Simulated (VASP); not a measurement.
SiC, 6 atoms in the cell. The cell holds a slab with vacuum, 6 atoms: a = 3.081 Å, b = 3.081 Å, c = 22.659 Å, α = 90.00°, β = 90.00°, γ = 120.00°. 

```yaml
Program: VASP 6.6.1
Task: relaxation of the atoms
Functional: PBEsol
Potentials_or_basis: VASP PAW PBE potentials, release 64 (C, Si)
Cutoff: 520 eV
k_mesh: 9 × 9 × 1
Occupations: gaussian, width 0.05 eV
Spin: no spin polarisation
Dipole_correction: yes
Atoms_held_fixed_from_0: "[0, 1, 3]"
Further_INCAR_settings: ALGO = Normal; EDIFF = 1e-07; IBRION = 2; EDIFFG = -0.03; NSW = 90
```

Potentials or basis: VASP PAW PBE potentials, release 64 (C, Si).

Command:

```console
$ cat potpaw_PBE.64/C/POTCAR potpaw_PBE.64/Si/POTCAR > POTCAR
$ mpirun -np 1 vasp_std > vasp.out
```

Hardware: 1 thread of Intel(R) Xeon(R) Platinum 8259CL CPU @ 2.50GHz (Skylake/Cascade Lake), on a shared host.

How long does it take, and how much memory?

Wall time 7.4 min on 1 thread of Intel(R) Xeon(R) Platinum 8259CL CPU @ 2.50GHz (Skylake/Cascade Lake) (shared host), peak memory 0.32 GiB. Counts: scf iterations 146, k points 12, ion steps 10.
